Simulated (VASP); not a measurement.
Input of a VASP 6.6.1 run:

File INCAR:

```
  ALGO = Normal
  EDIFF = 1E-7
  ENCUT = 520
  GGA = PS
  ISIF = 2
  ISMEAR = -1
  LASPH = T
  LCHARG = T
  LELF = T
  LREAL = F
  LVHAR = T
  LWAVE = F
  NBANDS = 16
  NELM = 100
  PREC = Accurate
  SIGMA = 0.05
```

Contents of KPOINTS:

```
k-points
0
Gamma
  10 10 7
```

The input POSCAR:

```
FePt
1.0
    2.7235000000      0.0000000000      0.0000000000
    0.0000000000      2.7235000000      0.0000000000
    0.0000000000      0.0000000000      3.7200000000
Pt Fe
1 1
Direct
    0.5000000000      0.5000000000      0.5000000000
    0.0000000000      0.0000000000      0.0000000000
```

Potentials or basis: VASP PAW PBE potentials, release 64 (Pt, Fe).

Run with:

```bash
$ cat potpaw_PBE.64/Pt/POTCAR potpaw_PBE.64/Fe/POTCAR > POTCAR
$ mpirun -np 1 vasp_std > vasp.out
```

Problem. Predict the pressure.

Solution. -22.6 GPa.

Problem. Estimate the band gap on the k mesh.

Solution. Zero (bands 9 and 10 overlap by 1.29 eV).

Stress tensor (GPa, compression positive):
```
-23.96   0.00   0.00
  0.00 -23.96   0.00
  0.00   0.00 -20.00
```

Caveat: the cell stands under tension; the PAW data sets were made with another functional, which shifts forces and pressure a little; spin-orbit coupling is left out, which moves the levels of the heavy elements; the run has no spin polarisation, though such a crystal can be magnetic. Spin polarisation is off, so any magnetic state and its effect on volume and gap are missing.
